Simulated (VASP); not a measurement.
**YLuAs2: single point with r2SCAN**

Crystal: YLuAs2.

```xyz
4
Lattice="2.0352 1.1750 6.6326 -2.0352 1.1750 6.6326 0.0000 -2.3500 6.6326" Properties=species:S:1:pos:R:3 pbc="T T T"
Y     2.0352    1.1750    6.6326
Lu    0.0000    0.0000    9.9490
As    0.0000    0.0000    4.9323
As    0.0000    0.0000   14.9657
```

```yaml
Program: VASP 6.6.1
Task: single point
Functional: r2SCAN
Potentials_or_basis: VASP PAW PBE potentials, release 64 (Y_sv, Lu, As)
Cutoff: 520 eV
k_mesh: 6 × 6 × 6
Occupations: fermi-dirac, width 0.02 eV
Spin: no spin polarisation
```

```yaml
Pressure: 0.2 GPa
Largest_force: 0.032 eV/Å
Band_gap_on_the_k_mesh: zero (band 23 reaches 4.27 eV, above the bottom of band 24 at 3.56 eV)
```

Forces on the atoms (eV/Å):
```
Y    0.000  0.000  0.000
Lu   0.000  0.000  0.000
As   0.000  0.000  0.032
As   0.000  0.000 -0.032
```

Levels at points of the mesh, in eV from the Fermi level:
```csv
k point,band 19,band 20,band 21,band 22,band 23,band 24,band 25,band 26,band 27,band 28
"(0.00, 0.00, 0.00)",-2.26,-2.26,0.38,0.38,0.40,1.64,1.64,1.65,2.39,2.39
"(0.50, 0.00, 0.00)",-3.71,-2.55,-2.38,-1.77,-1.69,1.64,1.78,4.26,4.53,4.56
"(0.50, 0.50, 0.00)",-3.28,-2.25,-2.24,-1.03,-1.00,-0.30,3.50,3.75,4.08,4.15
"(0.50, 0.50, 0.50)",-2.60,-1.46,-1.46,-1.33,-1.33,2.33,2.44,2.51,2.51,2.80
```

Wall time 18 min on 1 thread of Intel(R) Xeon(R) Platinum 8375C CPU @ 2.90GHz (Ice Lake) (shared host), peak memory 0.54 GiB.

Caveat: the PAW data sets were made with another functional, which shifts forces and pressure a little; spin-orbit coupling is left out, which moves the levels of the heavy elements.
